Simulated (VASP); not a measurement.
# SrO in VASP: a series of runs, part 2 of 2

VASP 6.6.1. The steps go on from the part before.

## 3. Single point, r2SCAN (epitaxial 111 strain -1.1%)

The input, POSCAR:

```
SrO
1.0
    3.1058062078      0.0367623700      0.0367623700
    0.0367623700      3.1058062078      0.0367623700
    0.0367623700      0.0367623700      3.1058062078
Sr O
1 1
Direct
    0.0000000000      0.0000000000      0.0000000000
    0.5000000000      0.5000000000      0.5000000000
```

The input, INCAR.step1:

```
PREC = Accurate
ENCUT = 520
ISMEAR = 0
SIGMA = 0.01
LREAL = False
LASPH = True
NELM = 80
NBANDS = 15
GGA = PE
ALGO = Normal
EDIFF = 1E-4
LWAVE = True
LCHARG = False
```

The input, INCAR.step2:

```
PREC = Accurate
ENCUT = 520
EDIFF = 1E-7
ISMEAR = 0
SIGMA = 0.01
LREAL = False
LASPH = True
NELM = 80
ALGO = Normal
ISIF = 2
LWAVE = False
LCHARG = True
METAGGA = R2SCAN
LMIXTAU = True
LELF = True
LVHAR = True
NBANDS = 15
ISTART = 1
```

The input, KPOINTS:

```
regular mesh
0
Gamma
  8 8 8
```

Potentials or basis: VASP PAW PBE potentials, release 64 (Sr_sv, O).

Started as:

```sh
$ cat potpaw_PBE.64/Sr_sv/POTCAR potpaw_PBE.64/O/POTCAR > POTCAR
$ cp INCAR.step1 INCAR
$ mpirun -np 1 vasp_std > vasp.out
$ cp INCAR.step2 INCAR
$ mpirun -np 1 vasp_std > vasp.out
```

OUTCAR:

```text
PREC = Accurate
   ENCUT = 520
   EDIFF = 1E-7
   ISMEAR = 0
   LREAL = False
   LASPH = True
   NELM = 80
   ISIF = 2
   METAGGA = R2SCAN
   ISTART = 1

 ion  position               nearest neighbor table
   1  0.000  0.000  0.000-   2 2.67   2 2.67   2 2.67   2 2.67   2 2.67   2 2.67   2 2.75   2 2.75

   2  0.500  0.500  0.500-   1 2.67   1 2.67   1 2.67   1 2.67   1 2.67   1 2.67   1 2.75   1 2.75

  LATTYP: Found a trigonal (rhomboedric) cell.
 ALAT       =     3.1062413210
 COS(alpha) =     0.0238067542

  Lattice vectors:

 A1 = (   3.1058062078,   0.0367623700,   0.0367623700)
 A2 = (   0.0367623700,   3.1058062078,   0.0367623700)
 A3 = (   0.0367623700,   0.0367623700,   3.1058062078)

Analysis of symmetry for initial positions (statically):
=====================================================================
 Subroutine PRICEL returns:
 Original cell was already a primitive cell.

 Routine SETGRP: Setting up the symmetry group for a
 trigonal (rhombohedral) supercell.

 Subroutine GETGRP returns: Found 12 space group operations
 (whereof 12 operations were pure point group operations)
 out of a pool of 12 trial point group operations.

The static configuration has the point symmetry D_3d.

Analysis of symmetry for dynamics (positions and initial velocities):
=====================================================================
 Subroutine PRICEL returns:
 Original cell was already a primitive cell.

 Routine SETGRP: Setting up the symmetry group for a
 trigonal (rhombohedral) supercell.

 Subroutine GETGRP returns: Found 12 space group operations
 (whereof 12 operations were pure point group operations)
 out of a pool of 12 trial point group operations.

The dynamic configuration has the point symmetry D_3d.

 Subroutine INISYM returns: Found 12 space group operations
 (whereof 12 operations are pure point group operations),
 and found     1 'primitive' translations

----------------------------------------------------------------------------------------

                                     Primitive cell

  volume of cell :      29.9462

  direct lattice vectors                    reciprocal lattice vectors
     3.105806208  0.036762370  0.036762370     0.322066782 -0.003767599 -0.003767599
     0.036762370  3.105806208  0.036762370    -0.003767599  0.322066782 -0.003767599
     0.036762370  0.036762370  3.105806208    -0.003767599 -0.003767599  0.322066782

  length of vectors
     3.106241321  3.106241321  3.106241321     0.322110853  0.322110853  0.322110853

  position of ions in fractional coordinates (direct lattice)
     0.000000000  0.000000000  0.000000000
     0.500000000  0.500000000  0.500000000

  ion indices of the primitive-cell ions
   primitive index   ion index
                 1           1
                 2           2

----------------------------------------------------------------------------------------

 KPOINTS: regular mesh

Automatic generation of k-mesh.
 Grid dimensions read from file:
 generate k-points for:    8    8    8

 Generating k-lattice:

  Cartesian coordinates                     Fractional coordinates (reciprocal lattice)
     0.040258348 -0.000470950 -0.000470950     0.125000000 -0.000000000  0.000000000
    -0.000470950  0.040258348 -0.000470950    -0.000000000  0.125000000  0.000000000
    -0.000470950 -0.000470950  0.040258348     0.000000000  0.000000000  0.125000000

  Length of vectors
     0.040263857  0.040263857  0.040263857

  Shift w.r.t. Gamma in fractional coordinates (k-lattice)
     0.000000000  0.000000000  0.000000000

 Subroutine IBZKPT returns following result:
 ===========================================

 Found     65 irreducible k-points:

 Following reciprocal coordinates:
            Coordinates               Weight
  0.000000  0.000000  0.000000      1.000000
  0.125000 -0.000000 -0.000000      6.000000
  0.250000 -0.000000 -0.000000      6.000000
  0.375000 -0.000000 -0.000000      6.000000
  0.500000 -0.000000 -0.000000      3.000000
  0.125000  0.125000 -0.000000      6.000000
[... 16 lines left out ...]
  0.250000  0.125000  0.125000      6.000000
  0.375000  0.125000  0.125000      6.000000
 [... further k-points ...]
   k-points           NKPTS =     65   k-points in BZ     NKDIM =     65   number of bands    NBANDS=     15
   number of dos      NEDOS =    301   number of ions     NIONS =      2
   total plane-waves  NPLWV =  13824
   dimension x,y,z NGX =    24 NGY =   24 NGZ =   24
   dimension x,y,z NGXF=    48 NGYF=   48 NGZF=   48
   ions per type =               1   1
   NGX,Y,Z   is equivalent  to a cutoff of  12.84, 12.84, 12.84 a.u.
   NGXF,Y,Z  is equivalent  to a cutoff of  25.69, 25.69, 25.69 a.u.
 SYSTEM =  unknown system
   PREC   = accura    normal or accurate (medium, high low for compatibility)
   ISTART =      1    job   : 0-new  1-cont  2-samecut
   ICHARG =      0    charge: 1-file 2-atom 10-const
   ISPIN  =      1    spin polarized calculation?
   LNONCOLLINEAR =      F non collinear calculations
   LSORBIT =      F    spin-orbit coupling
   LASPH  =      T    aspherical Exc in radial PAW
   ENCUT  =  520.0 eV  38.22 Ry    6.18 a.u.   5.78  5.78  5.78*2*pi/ulx,y,z
   NELM   =     80;   NELMIN=  2; NELMDL=  0     # of ELM steps
   EDIFF  = 0.1E-06   stopping-criterion for ELM
   LREAL  =      F    real-space projection
   EDIFFG = 0.1E-05   stopping-criterion for IOM
   NSW    =      0    number of steps for IOM
   IBRION =     -1    ionic relax: 0-MD 1-quasi-New 2-CG
   NFREE  =      0    steps in history (QN), initial steepest desc. (CG)
   ISIF   =      2    stress and relaxation
   ISYM   =      2    0-nonsym 1-usesym 2-fastsym
   POTIM  = 0.5000    time-step for ionic-motion
   TEBEG  =    0.0;   TEEND  =   0.0 temperature during run
   PSTRESS=    0.0 pullay stress
   NELECT =      16.0000    total number of electrons
   NUPDOWN=      -1.0000    fix difference up-down
   EMIN   =  10.00;   EMAX   =-10.00  energy-range for DOS
   EFERMI =   0.00;   METHOD = LEGACY
   ISMEAR =     0;   SIGMA  =   0.01  broadening in eV -4-tet -1-fermi 0-gaus
   EFERMI_NEDOS =   21; number of points for ismear=-14 and -15
   IALGO  =     38    algorithm
   IMIX   =      4    mixing-type and parameters
     AMIX     =   0.40;   BMIX     =  1.00
     AMIX_MAG =   1.60;   BMIX_MAG =  1.00
  volume/ion in A,a.u.               =      14.97       101.04
  Fermi-wavevector in a.u.,A,eV,Ry     =   1.328416  2.510343 24.010062  1.764690
  Thomas-Fermi vector in A             =   2.457655
   LORBIT       =      0    0 simple, 1 ext, 2 COOP (PROOUT), +10 PAW based schemes
   METAGGA = R2SCAN    functional components
   LHFCALC =     F    Hartree Fock is set to
   AEXX    =    0.0000 exact exchange contribution
   IVDW    =     0    specifies the selected vdW correction
   LEPSILON=     F    determine dielectric tensor
   LRPA    =     F    only Hartree local field effects (RPA)
 non-spin polarized calculation
 Gauss-broadening in eV      SIGMA  =   0.01
  energy-cutoff  :      520.00
  volume of cell :       29.95
 maximum number of plane-waves:       816
   NGX = 11   NGY = 11   NGZ = 11

 number of electron      16.0000006 magnetization

 Free energy of the ion-electron system (eV)
  ---------------------------------------------------
  ext. energy  EPLUGINS =         0.00000000
  ---------------------------------------------------
  free energy    TOTEN  =       -26.28726145 eV

  energy without entropy =      -26.28726145  energy(sigma->0) =      -26.28726145

 E-fermi :   2.9937     XC(G=0): -11.3915

 val. band max:        2.8413749172   @ k =   0.5000   0.5000  -0.0000
 cond. band min:       6.0979843520   @ k =   0.0000   0.0000   0.0000
 fundamental gap:      3.2566094348
 Fermi energy:         2.9937072033

 k-point     1 :       0.0000    0.0000    0.0000
  band No.  band energies     occupation
      1     -32.1957      2.00000
      2     -13.7961      2.00000
      3     -12.7783      2.00000
      4     -12.7783      2.00000
      5     -12.7676      2.00000
      6       2.7767      2.00000
      7       2.7846      2.00000
      8       2.7846      2.00000
      9       6.0980      0.00000
     10       6.0980      0.00000
     11       8.4278      0.00000
     12      13.9341      0.00000
     13      13.9341      0.00000
     14      14.0692      0.00000
[... 401 lines left out ...]
      2     -15.2237      2.00000
      3     -12.9176      2.00000
      4     -12.8035      2.00000
      5     -12.1036      2.00000
      6       0.6230      2.00000
      7       1.8233      2.00000
      8       2.4768      2.00000
      9       7.8338      0.00000
     10      10.4313      0.00000
     11      10.7982      0.00000
     12      12.5333      0.00000
     13      13.2143      0.00000
     14      14.1822      0.00000
     15      18.9214      0.00000

 [... further k-points ...]
[... 5 lines left out ...]
  --------------------------------------------------------------------------------------
  -------------------------------------------------------------------------------------
  Total        0.1224280      0.1224280      0.1224280      0.0025495      0.0025495      0.0025495
  in kB        6.5501227      6.5501227      6.5501227      0.1364044      0.1364044      0.1364044
  external PRESSURE =       6.5501227 kB  Pullay stress =       0.0000000 kB

 VOLUME and BASIS-vectors are now :
 -----------------------------------------------------------------------------
  energy-cutoff  :      520.00
  volume of cell :       29.95
      direct lattice vectors                 reciprocal lattice vectors
     3.105806208  0.036762370  0.036762370     0.322066782 -0.003767599 -0.003767599
     0.036762370  3.105806208  0.036762370    -0.003767599  0.322066782 -0.003767599
     0.036762370  0.036762370  3.105806208    -0.003767599 -0.003767599  0.322066782

 POSITION                                       TOTAL-FORCE (eV/Angst)
 -----------------------------------------------------------------------------------
      0.00000      0.00000      0.00000        -0.000000      0.000000      0.000000
      1.58967      1.58967      1.58967         0.000000     -0.000000      0.000000
 -----------------------------------------------------------------------------------
    total drift:                                0.000000      0.000000     -0.000000

  FREE ENERGIE OF THE ION-ELECTRON SYSTEM (eV)
  ---------------------------------------------------
  free  energy   TOTEN  =       -26.2872614545 eV

  energy  without entropy=      -26.2872614545  energy(sigma->0) =      -26.28726145
```

OSZICAR.step1:

```text
N       E                     dE             d eps       ncg     rms          rms(c)
DAV:   1     0.655790960291E+02    0.65579E+02   -0.85433E+03  1950   0.106E+03
DAV:   2    -0.104614531745E+02   -0.76041E+02   -0.71304E+02  2695   0.225E+02
DAV:   3    -0.131642345665E+02   -0.27028E+01   -0.26933E+01  2379   0.379E+01
DAV:   4    -0.132159232730E+02   -0.51689E-01   -0.51680E-01  2581   0.500E+00
DAV:   5    -0.132169318914E+02   -0.10086E-02   -0.10086E-02  2515   0.562E-01    0.156E+01
DAV:   6    -0.113552331366E+02    0.18617E+01   -0.49434E+00  2034   0.180E+01    0.182E+01
DAV:   7    -0.112465097145E+02    0.10872E+00   -0.25114E-01  2200   0.407E+00    0.105E+01
DAV:   8    -0.112113284114E+02    0.35181E-01   -0.11987E-01  2545   0.339E+00    0.923E-01
DAV:   9    -0.112125690979E+02   -0.12407E-02   -0.68322E-03  2485   0.664E-01    0.242E-01
DAV:  10    -0.112125395623E+02    0.29536E-04   -0.70647E-04  2153   0.288E-01
   1 F= -.11212540E+02 E0= -.11212540E+02  d E =-.336741E-12
```

Run time: 38 s. Hardware: 1 thread of Intel Xeon 6975P-C (Granite Rapids), shared host; peak memory 0.16 GiB.

Results:

| Quantity | Value |
| --- | --- |
| Free energy | -26.2873 eV |
| Pressure | 0.7 GPa |
| Band gap on the k mesh | 3.26 eV, indirect (least direct gap 3.31 eV) |

Levels at points of the mesh, in eV from the valence-band top:
| k point | band 4 | band 5 | band 6 | band 7 | band 8 | band 9 | band 10 | band 11 | band 12 | band 13 |
| --- | --- | --- | --- | --- | --- | --- | --- | --- | --- | --- |
| (0.00, 0.00, 0.00) | -15.62 | -15.61 | -0.06 | -0.06 | -0.06 | 3.26 | 3.26 | 5.59 | 11.09 | 11.09 |
| (0.50, 0.00, 0.00) | -15.41 | -14.66 | -2.91 | -0.75 | -0.58 | 4.41 | 8.02 | 9.84 | 10.19 | 11.39 |
| (0.50, 0.50, 0.00) | -16.32 | -15.26 | -1.28 | -1.19 | 0.00 | 4.74 | 5.20 | 8.15 | 8.25 | 13.54 |
| (0.50, 0.50, 0.50) | -16.66 | -15.91 | -2.98 | -2.94 | -2.94 | 8.68 | 9.16 | 9.16 | 13.81 | 13.81 |

Caveat: the cell differs from its parent crystal (epitaxial 111 strain -1.1%); the PAW data sets were made with another functional, which shifts forces and pressure a little. A k mesh can miss the band edges.

## 4. Single point, r2SCAN (uniaxial x strain -2.4%)

The input, POSCAR:

```
SrO
1.0
    3.0280860190      0.0000000000      0.0000000000
    0.0000000000      3.1028650671      0.0000000000
    0.0000000000      0.0000000000      3.1028650671
Sr O
1 1
Direct
    0.0000000000      0.0000000000      0.0000000000
    0.5000000000      0.5000000000      0.5000000000
```

The input, INCAR.step1:

```
SYSTEM = SrO
PREC = Accurate
ENCUT = 520
ISMEAR = 0
SIGMA = 0.01
LREAL = .False.
LASPH = .True.
NELM = 60
NBANDS = 15
GGA = PE
ALGO = Normal
EDIFF = 1E-4
LWAVE = .True.
LCHARG = .False.
```

The input, INCAR.step2:

```
SYSTEM = SrO
PREC = Accurate
ENCUT = 520
EDIFF = 1E-7
ISMEAR = 0
SIGMA = 0.01
LREAL = .False.
LASPH = .True.
NELM = 60
ALGO = Normal
ISIF = 2
LWAVE = .False.
LCHARG = .False.
METAGGA = R2SCAN
LMIXTAU = .True.
NBANDS = 15
ISTART = 1
```

The input, KPOINTS:

```
regular mesh
0
Gamma
  8 8 8
  0 0 0
```

Started as:

```sh
$ cat potpaw_PBE.64/Sr_sv/POTCAR potpaw_PBE.64/O/POTCAR > POTCAR
$ cp INCAR.step1 INCAR
$ mpirun -np 1 vasp_std > vasp.out
$ cp INCAR.step2 INCAR
$ mpirun -np 1 vasp_std > vasp.out
```

Run time: 42 s. Hardware: 1 thread of Intel Xeon 6975P-C (Granite Rapids), shared host; peak memory 0.16 GiB.

It converged, with:

- Free energy: -26.2653 eV
- Pressure: 3.5 GPa
- Band gap on the k mesh: 3.11 eV, indirect (least direct gap 3.16 eV)

Stress tensor (GPa, compression positive):
```
8.72 0.00 0.00
0.00 0.85 0.00
0.00 0.00 0.85
```

Levels at points of the mesh, in eV from the valence-band top:
| k point | band 5 | band 6 | band 7 | band 8 | band 9 | band 10 | band 11 | band 12 |
| --- | --- | --- | --- | --- | --- | --- | --- | --- |
| (0.00, 0.00, 0.00) | -15.55 | -0.22 | -0.22 | -0.04 | 3.11 | 3.12 | 5.80 | 11.07 |
| (0.50, 0.00, 0.00) | -14.79 | -3.07 | -0.86 | -0.86 | 4.43 | 8.36 | 9.83 | 9.83 |
| (0.00, 0.50, 0.00) | -14.67 | -3.08 | -0.90 | -0.63 | 4.23 | 8.04 | 10.16 | 10.21 |
| (0.50, 0.50, 0.00) | -15.26 | -1.38 | -1.33 | -0.17 | 4.82 | 5.00 | 7.89 | 8.19 |
| (0.00, 0.50, 0.50) | -15.20 | -1.34 | -1.34 | 0.00 | 4.61 | 5.43 | 8.42 | 8.42 |
| (0.50, 0.50, 0.50) | -16.09 | -3.19 | -3.19 | -3.15 | 8.94 | 8.94 | 9.30 | 13.86 |

Caveat: the cell differs from its parent crystal (uniaxial x strain -2.4%); the PAW data sets were made with another functional, which shifts forces and pressure a little. A k mesh can miss the band edges.

## 5. Single point, HSE06 (epitaxial 111 strain -1.1%)

The input, POSCAR:

```
SrO
1.0
    3.1058062078      0.0367623700      0.0367623700
    0.0367623700      3.1058062078      0.0367623700
    0.0367623700      0.0367623700      3.1058062078
Sr O
1 1
Direct
    0.0000000000      0.0000000000      0.0000000000
    0.5000000000      0.5000000000      0.5000000000
```

The input, INCAR.step1:

```
ALGO     = Normal         # electronic algorithm
EDIFF    = 1E-5           # SCF threshold, eV
ENCUT    = 520            # plane-wave cutoff, eV
GGA      = PE             # functional
ISIF     = 2              # what is computed and relaxed
ISMEAR   = 0              # smearing method
LASPH    = True           # aspherical terms in the spheres
LCHARG   = False          # write CHGCAR
LREAL    = False          # projectors in reciprocal space
LWAVE    = True           # write WAVECAR
NBANDS   = 15             # bands
NELM     = 100            # most SCF steps
PREC     = Accurate       # precision mode
SIGMA    = 0.01           # smearing width, eV
```

The input, INCAR.step2:

```
ALGO     = Normal         # electronic algorithm
EDIFF    = 1E-6           # SCF threshold, eV
ENCUT    = 520            # plane-wave cutoff, eV
GGA      = PE             # functional
HFSCREEN = 0.2079         # screening, 1/A
ISIF     = 2              # what is computed and relaxed
ISMEAR   = 0              # smearing method
ISTART   = 1            
LASPH    = True           # aspherical terms in the spheres
LCHARG   = False          # write CHGCAR
LHFCALC  = True           # exact exchange
LREAL    = False          # projectors in reciprocal space
LWAVE    = False          # write WAVECAR
NBANDS   = 15             # bands
NELM     = 100            # most SCF steps
PREC     = Accurate       # precision mode
PRECFOCK = Normal       
SIGMA    = 0.01           # smearing width, eV
```

The input, KPOINTS:

```
k-points
0
Gamma
  6 6 6
```

Started as:

```sh
$ cat potpaw_PBE.64/Sr_sv/POTCAR potpaw_PBE.64/O/POTCAR > POTCAR
$ cp INCAR.step1 INCAR
$ mpirun -np 1 vasp_std > vasp.out
$ cp INCAR.step2 INCAR
$ mpirun -np 1 vasp_std > vasp.out
```

It took 46 min on 1 thread of Intel Xeon Platinum 8488C (Sapphire Rapids), shared host; peak memory 0.26 GiB.

It converged, with:

```
Free energy            : -13.3601 eV
Pressure               : 0.4 GPa
Band gap on the k mesh : 4.28 eV, indirect (least direct gap 4.35 eV)
```

Stress tensor (GPa, compression positive):
```
0.42 0.09 0.09
0.09 0.42 0.09
0.09 0.09 0.42
```

Levels at points of the mesh, in eV from the valence-band top:
| k point | band 5 | band 6 | band 7 | band 8 | band 9 | band 10 | band 11 | band 12 |
| --- | --- | --- | --- | --- | --- | --- | --- | --- |
| (0.00, 0.00, 0.00) | -15.76 | -0.08 | -0.08 | -0.07 | 4.28 | 4.28 | 6.24 | 12.39 |
| (0.50, 0.00, 0.00) | -14.93 | -3.16 | -0.80 | -0.60 | 5.55 | 9.14 | 11.08 | 11.43 |
| (0.50, 0.50, 0.00) | -15.39 | -1.38 | -1.30 | 0.00 | 5.71 | 6.16 | 9.26 | 9.35 |
| (0.50, 0.50, 0.50) | -16.40 | -3.16 | -3.14 | -3.14 | 9.87 | 10.35 | 10.35 | 14.99 |

Caveat: the cell differs from its parent crystal (epitaxial 111 strain -1.1%); the PAW data sets were made with another functional, which shifts forces and pressure a little. A k mesh can miss the band edges.

## 6. Summary

| level | cell | k mesh | smearing | grid for exact exchange (PRECFOCK) | screening parameter | gap on the mesh (eV) | pressure (GPa) |
| --- | --- | --- | --- | --- | --- | --- | --- |
| PBE | a = 3.028, b = 3.103, c = 3.103 Å, 2 atoms | 8 × 8 × 8 | fermi-dirac 0.02 eV | - | - | 2.62 | 6.3 |
| r2SCAN | a = 3.106 Å, angles 88.6°, 2 atoms | 8 × 8 × 8 | gaussian 0.01 eV | - | - | 3.26 | 0.7 |
| r2SCAN | a = 3.028, b = 3.103, c = 3.103 Å, 2 atoms | 8 × 8 × 8 | gaussian 0.01 eV | - | - | 3.11 | 3.5 |
| HSE06 | a = 3.106 Å, angles 88.6°, 2 atoms | 6 × 6 × 6 | gaussian 0.01 eV | Normal | 0.2079 1/Å | 4.28 | 0.4 |

Alike in all rows: task single point; potentials or basis VASP PAW PBE potentials, release 64 (Sr_sv, O); no spin polarisation; cutoff (eV) 520.

Caveats: the PAW data sets were made with another functional, which shifts forces and pressure a little (some runs).

Absolute energies hang on the potentials; compare differences alone.
